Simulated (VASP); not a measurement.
The system is CdSe.

```xyz
2
Lattice="0.0381 3.0752 3.0752 3.0752 0.0381 3.0752 3.0752 3.0752 0.0381" Properties=species:S:1:pos:R:3 pbc="T T T"
Cd    0.0084    0.0084    0.0084
Se    1.5388    1.5388    1.5388
```

This cell differs from its parent crystal: epitaxial 111 strain -1.0%.

Base run:

* Program: VASP 6.6.1
* Functional: r2SCAN
* Potentials or basis: VASP PAW PBE potentials, release 64 (Cd, Se)
* Cutoff: 520 eV
* k mesh: 8 × 8 × 8
* Occupations: gaussian, width 0.01 eV
* Spin: no spin polarisation

Its results: band gap on the k mesh 1.02 eV, direct; pressure 0.8 GPa.

Problem. The run is repeated on the same cell with these changes: functional from r2SCAN to PBE; k mesh from 8 × 8 × 8 to 4 × 4 × 4. What comes out?

Solution. Band gap on the k mesh 0.53 eV, direct; pressure 2.5 GPa.

Several settings changed at once, so the effect can't be laid on one alone.

Caveats: some runs use coarse meshes; the PAW data sets were made with another functional, which shifts forces and pressure a little (some runs).

